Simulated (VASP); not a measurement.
## MoS2: relaxation of cell and atoms with PBEsol

The system is MoS2.

```
Mo S
1.0
     3.14118    0.00000    0.00000
    -1.57059    2.72035    0.00000
     0.00000    0.00000    6.12471
Mo S
1 2
Direct
  0.00000 0.00000 0.50000
  0.33333 0.66667 0.24106
  0.66667 0.33333 0.75894
```

```json
{
  "Program": "VASP 6.6.1",
  "Task": "relaxation of cell and atoms",
  "Functional": "PBEsol",
  "Potentials or basis": "VASP PAW PBE potentials, release 64 (Mo_sv, S)",
  "Cutoff": "600 eV",
  "k mesh": "18 × 18 × 8",
  "Occupations": "gaussian, width 0.1 eV",
  "Spin": "no spin polarisation",
  "Dipole correction": "no",
  "Further INCAR settings": "ALGO = Normal; EDIFF = 1e-07; IBRION = 2; EDIFFG = -0.005; NSW = 100; ISIF = 3"
}
```

- Pressure after relaxing: 0.0 GPa
- Largest force after relaxing: 0.004 eV/Å
- Band gap on the k mesh: zero (bands 13 and 14 overlap by 1.03 eV)

Forces on the atoms (eV/Å):
```
Mo   0.000  0.000  0.000
S    0.000  0.000 -0.004
S    0.000  0.000  0.004
```

Final structure:
```
Mo S
1.0
     3.14118    0.00000    0.00000
    -1.57059    2.72035    0.00000
     0.00000    0.00000    6.12471
Mo S
1 2
Direct
  0.00000 0.00000 0.50000
  0.33333 0.66667 0.24106
  0.66667 0.33333 0.75894
```

Levels at points of the mesh, in eV from the Fermi level:
| k point | band 9 | band 10 | band 11 | band 12 | band 13 | band 14 | band 15 | band 16 | band 17 |
| --- | --- | --- | --- | --- | --- | --- | --- | --- | --- |
| (0.00, 0.00, 0.00) | -3.87 | -1.78 | -1.60 | -0.90 | -0.90 | -0.06 | -0.06 | 3.16 | 3.16 |
| (0.50, 0.00, 0.00) | -5.03 | -4.04 | -3.45 | -1.96 | -1.71 | 1.26 | 1.80 | 3.72 | 3.77 |
| (0.00, 0.00, 0.50) | -3.85 | -3.85 | -0.91 | -0.91 | -0.23 | -0.18 | -0.18 | 3.42 | 3.42 |
| (0.50, 0.00, 0.50) | -5.08 | -4.13 | -2.54 | -2.34 | -1.43 | 1.25 | 1.95 | 3.19 | 4.21 |

Wall time 8.3 min on 1 thread of Intel Xeon 8259CL, on a shared host, peak memory 0.41 GiB.

Caveat: the relaxation stopped at its first step, so nothing moved; the PAW data sets were made with another functional, which shifts forces and pressure a little; this functional lacks dispersion, which binds layers or chains, so the pressure and a relaxed spacing across them are unreliable.
